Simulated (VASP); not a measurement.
Write the native input for VASP 6.6.1 that does the following.

```
Task                   : single point
Functional             : LDA
Potentials or basis    : VASP PAW LDA potentials, release 64 (Zn)
Cutoff                 : 520 eV
k mesh                 : 22 × 22 × 22
Occupations            : gaussian, width 0.15 eV
Spin                   : no spin polarisation
Dipole correction      : no
Further INCAR settings : ALGO = Fast; EDIFF = 1e-06; NBANDS = 12
```

The structure of Zn lies in POSCAR:

```
Zn
1.0
   -1.5056386871      1.5056386871      1.5056386871
    1.5056386871     -1.5056386871      1.5056386871
    1.5056386871      1.5056386871     -1.5056386871
Zn
1
Direct
    0.0000000000      0.0000000000      0.0000000000
```

One way to write it, as run:

INCAR

```
SYSTEM = Zn
  ALGO = Fast
  EDIFF = 1E-6
  ENCUT = 520
  GGA = CA
  ISIF = 2
  ISMEAR = 0
  LASPH = .True.
  LCHARG = .False.
  LREAL = .False.
  LWAVE = .False.
  NBANDS = 12
  NELM = 60
  PREC = Accurate
  SIGMA = 0.15
```

KPOINTS

```
k-points
0
Gamma
  22 22 22
  0 0 0
```

Potentials or basis: VASP PAW LDA potentials, release 64 (Zn).

Command:

```sh
$ cat potpaw_LDA.64/Zn/POTCAR > POTCAR
$ mpirun -np 1 vasp_std > vasp.out
```

It gave:

```yaml
Pressure: 0.9 GPa
Band_gap_on_the_k_mesh: zero (band 6 reaches 8.15 eV, above the bottom of band 7 at 3.00 eV)
```

It took 16 s on 1 thread of Intel(R) Xeon(R) 6975P-C (Granite Rapids) (shared host), peak memory 0.16 GiB.
